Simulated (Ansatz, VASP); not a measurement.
CdSe: VASP beside Ansatz

```
CELL_PARAMETERS angstrom
0.00000 3.16238 3.07027
3.16238 0.00000 3.07027
3.16238 3.16238 0.00000
ATOMIC_POSITIONS crystal
Cd 0.00000 0.00000 0.00000
Se 0.25000 0.25000 0.25000
```

Change from the starting cell: equal xx and yy strain of +3 %, PAW files.

Alike in both runs: task electric field gradients; functional PBE; k mesh 8 × 8 × 8; occupations fermi-dirac, width 0.03 eV; no spin polarisation.

|  | VASP | Ansatz |
| --- | --- | --- |
| version | VASP 6.6.1 | Ansatz 0.2.0 |
| potentials or method | VASP PAW PBE potentials, release 64 (Cd, Se) | PAW with Ansatz's default frozen-core files, scalar-relativistic |
| plane-wave cutoff (eV) | 400 | 420 |
| valence electrons in the cell | 18 | 36 |

|  | VASP | Ansatz | Ansatz less VASP |
| --- | --- | --- | --- |
| pressure (GPa) | -1.5 | -1.4 | +0.14 |
| traceless stress, the component that is largest in VASP (GPa) | 0.35 | 0.35 | +0.006 |
| size of Vzz on the site where it differs most (V/Å²) | 8.0 | 8.5 | +0.52 |

With one functional, cell and mesh, what is left measures potentials, basis and numerics. VASP's potentials hold 18 valence electrons a cell and Ansatz's 36, so a difference there can come from the potentials and not from the codes.
